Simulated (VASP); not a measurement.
Ir: electric field gradients with PBEsol

Ir:

```
Ir
1.0
    -0.03839    1.90050    1.90050
     1.90050   -0.03839    1.90050
     1.90050    1.90050   -0.03839
Ir
1
Direct
  0.00000 0.00000 0.00000
```

This cell differs from its parent crystal: equal xy, yz and zx shear strains of -2 %.

* Program: VASP 6.6.1
* Task: electric field gradients
* Functional: PBEsol
* Potentials or basis: VASP PAW PBE potentials, release 64 (Ir_sv_GW)
* Cutoff: 420 eV
* k mesh: 15 × 15 × 15
* Occupations: fermi-dirac, width 0.05 eV
* Spin: no spin polarisation
* Dipole correction: no
* Second run: valence_matched
* Further INCAR settings: ALGO = Normal; EDIFF = 1e-08; NBANDS = 14

```yaml
Pressure: -4.5 GPa
```

Stress tensor (GPa, compression positive):
```
-4.47  5.49  5.49
 5.49 -4.47  5.49
 5.49  5.49 -4.47
```

Levels at points of the mesh, in eV from the Fermi level:
```tsv
k point	band 4	band 5	band 6	band 7	band 8	band 9	band 10	band 11	band 12	band 13
(0.00, 0.00, 0.00)	-49.44	-11.21	-4.12	-4.12	-3.62	-1.21	-1.21	13.53	18.75	18.75
```

Electric field gradients, principal values (V/Å²):
```csv
atom,least,middle,greatest (by size)
1 Ir,20.101,20.101,-40.202
```

Wall time 52 s on 1 thread of AMD EPYC 7R43 64-Core Processor (Zen 3), with other jobs on the host, peak memory 0.13 GiB.

Caveat: the cell differs from its parent crystal (equal xy, yz and zx shear strains of -2 %); without QUAD_EFG the Cq values of the log hold for a quadrupole moment of 1 mb, not for the nuclei; the PAW data sets were made with another functional, which shifts forces and pressure a little; spin-orbit coupling is left out, which moves the levels of the heavy elements.
